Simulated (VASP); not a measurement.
GaN (kpbe):

```
Ga N
1.0
     0.00000    2.25350    2.25350
     2.25350    0.00000    2.25350
     2.25350    2.25350    0.00000
Ga N
1 1
Direct
  0.00000 0.00000 0.00000
  0.25000 0.25000 0.25000
```

| Property | Result |
| --- | --- |
| Program | VASP 6.6.1 |
| Task | relaxation of cell and atoms |
| Functional | PBE |
| Potentials or basis | VASP PAW PBE potentials, release 64 (Ga_d, N) |
| Cutoff | 600 eV |
| k mesh | 10 × 10 × 10 |
| Occupations | gaussian, width 0.02 eV |
| Spin | no spin polarisation |

At the start: pressure 4.9 GPa; volume 11.44 Å³/atom.

Q: Where does the relaxation end?

A: Over 27 steps the energy falls by 4.7 meV/atom and the volume is 11.76 Å³/atom (+2.8 %); space group F-43m (No. 216, to 0.05 Å).

Step by step:
```tsv
step	energy change (eV)	largest force (eV/Å)	pressure (GPa)	volume (Å³)
1	0.0000	0.0000	4.92	22.89
2	-0.0029	0.0000	-3.73	24.07
3	-0.0095	0.0000	-0.08	23.52
4	-0.0095	0.0000	0.14	23.51
5	-0.0095	0.0000	0.10	23.51
6	-0.0095	0.0000	0.11	23.51
7	-0.0095	0.0000	0.04	23.51
8	-0.0095	0.0000	0.07	23.51
9	-0.0095	0.0000	0.06	23.51
10	-0.0095	0.0000	0.06	23.51
11	-0.0095	0.0000	0.06	23.51
12	-0.0095	0.0000	0.06	23.51
13	-0.0095	0.0000	0.07	23.51
14	-0.0095	0.0000	-0.04	23.52
15	-0.0095	0.0000	0.03	23.51
16	-0.0095	0.0000	0.05	23.52
17	-0.0095	0.0000	0.04	23.52
18	-0.0095	0.0000	0.03	23.52
19	-0.0095	0.0000	0.03	23.52
20	-0.0095	0.0000	0.03	23.52
21	-0.0095	0.0000	0.03	23.52
22	-0.0095	0.0000	0.04	23.52
23	-0.0095	0.0000	0.05	23.52
24	-0.0095	0.0000	-0.13	23.52
25	-0.0095	0.0000	0.08	23.52
26	-0.0095	0.0000	0.04	23.52
27	-0.0095	0.0000	-0.02	23.52
```

Final structure:
```
Ga N
1.0
     0.00000    2.27413    2.27413
     2.27413    0.00000    2.27413
     2.27413    2.27413    0.00000
Ga N
1 1
Cartesian
  0.0000 0.0000 0.0000
  1.1371 1.1371 1.1371
```
